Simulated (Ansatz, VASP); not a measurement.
**One calculation of ZnS, two programs**

Contents of INCAR:

```
ALGO = Normal
EDIFF = 1E-6
ENCUT = 520
GGA = PS
ISIF = 2
ISMEAR = -1
LASPH = T
LCHARG = F
LREAL = F
LWAVE = F
NBANDS = 16
NELM = 100
PREC = Accurate
SIGMA = 0.05
```

File KPOINTS:

```
k-points
0
Gamma
  7 7 7
```

The input POSCAR:

```
ZnS
1.0
    0.0000000000      2.7020000000      2.7020000000
    2.7020000000      0.0000000000      2.7020000000
    2.7020000000      2.7020000000      0.0000000000
Zn S
1 1
Direct
    0.7500000000      0.7500000000      0.7500000000
    0.0000000000      0.0000000000      0.0000000000
```

Contents of input.yaml:

```yaml
crystal:
  lattice:
    - [0.0, 2.702, 2.702]
    - [2.702, 0.0, 2.702]
    - [2.702, 2.702, 0.0]
  atoms:
    - { symbol: Zn, position: [0.75, 0.75, 0.75] }
    - { symbol: S, position: [0.0, 0.0, 0.0] }
hamiltonian:
  xc: pbesol
  pseudopotentials: { kind: paw }
kpoints:
  mp_grid: { grid: [7, 7, 7] }
  band_path:
    path:
      - [[0.0, 0.0, 0.0], [0.5, 0.0, 0.5], [0.5, 0.25, 0.75], [0.375, 0.375, 0.75], [0.0, 0.0, 0.0], [0.5, 0.5, 0.5], [0.625, 0.25, 0.625], [0.5, 0.25, 0.75], [0.5, 0.5, 0.5], [0.375, 0.375, 0.75]]
      - [[0.625, 0.25, 0.625], [0.5, 0.0, 0.5]]
    npoints: 14
scf:
  occupations: { method: fermi_dirac, width: 0.05 }
  n_extra_bands: 6
output:
  forces: true
  stress: true
  eigenvalues: true
  fatbands: false
```

Alike in both runs: functional PBEsol; k mesh 7 × 7 × 7; occupations fermi-dirac, width 0.05 eV; no spin polarisation.

|  | VASP | Ansatz |
| --- | --- | --- |
| version | VASP 6.6.1 | Ansatz 0.2.0 |
| potentials or method | VASP PAW PBE potentials, release 64 (Zn, S) | Ansatz PAW |
| plane-wave cutoff (eV) | 520 | 420 |
| valence electrons in the cell | 18 | 18 |
| task | single point | band structure |

Ansatz gave:

| Item | Value |
| --- | --- |
| gap on the k mesh at the Fermi level (eV) | 1.97 |
| least direct gap on the mesh (eV) | 1.97 |
| pressure (GPa) | -2.0 |

Q: Estimate VASP's values.

A: gap on the k mesh at the Fermi level (eV): 1.98; least direct gap on the mesh (eV): 1.98; pressure (GPa): -1.8.

VASP's potentials were made for PBE, not for PBEsol. The functional is the same, so the differences come from potentials, cutoffs and numerics.
